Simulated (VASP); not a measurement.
## InWS4: single point with PBE

Crystal: InWS4.

```
In W S
1.0
     4.27321    0.00000    0.00000
     0.00000    4.27321    0.00000
     0.00000    0.00000    6.37819
In W S
1 1 4
Direct
  0.50000 0.50000 0.50000
  0.00000 0.00000 0.00000
  0.50000 0.00000 0.78106
  0.00000 0.50000 0.21894
  0.50000 0.00000 0.21894
  0.00000 0.50000 0.78106
```

The cell was generated, and may not be a known phase.

```yaml
Program: VASP 6.6.1
Task: single point
Functional: PBE
Potentials_or_basis: VASP PAW PBE potentials, release 64 (In_d, W_sv, S)
Cutoff: 520 eV
k_mesh: 4 × 4 × 4
Occupations: gaussian, width 0.1 eV
Spin: collinear spin
Starting_moments: "[0.0, 0.62, -0.01, -0.01, -0.01, -0.01] μB"
```

* Pressure: -0.1 GPa
* Largest force: 0.025 eV/Å
* Net moment: 0.84 μB per cell
* Site moments: In -0.00; W +0.69; S -0.01 μB
* Valence electrons inside the program's atomic spheres: In 11.25; W 11.75; S 3.66

Forces in eV/Å, atoms in the order of the input:
```
In   0.000  0.000  0.000
W    0.000  0.000  0.000
S    0.000  0.000 -0.025
S    0.000  0.000  0.025
S    0.000  0.000  0.025
S    0.000  0.000 -0.025
```

Stress tensor (GPa, compression positive):
```
-0.17  0.00  0.00
 0.00 -0.17  0.00
 0.00  0.00  0.11
```

Levels at points of the mesh, in eV from the Fermi level:
Spin up:
| k point | band 24 | band 25 | band 26 | band 27 | band 28 | band 29 |
| --- | --- | --- | --- | --- | --- | --- |
| (0.00, 0.00, 0.00) | -0.68 | -0.50 | -0.50 | 0.54 | 1.53 | 3.30 |
| (0.50, 0.00, 0.00) | -1.87 | -0.90 | -0.12 | 0.33 | 1.10 | 1.92 |
| (0.50, 0.50, 0.00) | -0.98 | 0.57 | 0.59 | 1.09 | 2.60 | 2.66 |
| (0.00, 0.00, 0.50) | -0.82 | -0.59 | -0.35 | -0.35 | 1.61 | 3.17 |
| (0.50, 0.00, 0.50) | -2.44 | -2.44 | -0.74 | 1.06 | 1.95 | 2.92 |
| (0.50, 0.50, 0.50) | -0.16 | 0.50 | 0.55 | 0.65 | 1.10 | 1.84 |
Spin down:
| k point | band 22 | band 23 | band 24 | band 25 | band 26 | band 27 | band 28 | band 29 |
| --- | --- | --- | --- | --- | --- | --- | --- | --- |
| (0.00, 0.00, 0.00) | -0.68 | -0.68 | -0.47 | -0.47 | -0.39 | 0.56 | 1.97 | 3.42 |
| (0.50, 0.00, 0.00) | -2.36 | -1.89 | -1.75 | -0.11 | 0.00 | 0.66 | 1.09 | 2.22 |
| (0.50, 0.50, 0.00) | -1.42 | -1.42 | -0.11 | 0.55 | 0.57 | 1.07 | 2.84 | 2.84 |
| (0.00, 0.00, 0.50) | -1.25 | -0.58 | -0.39 | -0.35 | -0.35 | 0.02 | 1.65 | 3.25 |
| (0.50, 0.00, 0.50) | -2.81 | -2.81 | -2.40 | -2.39 | 0.16 | 1.39 | 2.16 | 2.93 |
| (0.50, 0.50, 0.50) | -2.95 | 0.08 | 0.17 | 0.48 | 0.54 | 0.63 | 1.08 | 2.07 |

Run time: 2.4 min on 1 thread of Intel(R) Xeon(R) Platinum 8488C (Sapphire Rapids), on a shared host, peak memory 0.33 GiB.

Caveat: the k points lie up to 0.37 Å⁻¹ apart; spin-orbit coupling is left out, which moves the levels of the heavy elements.
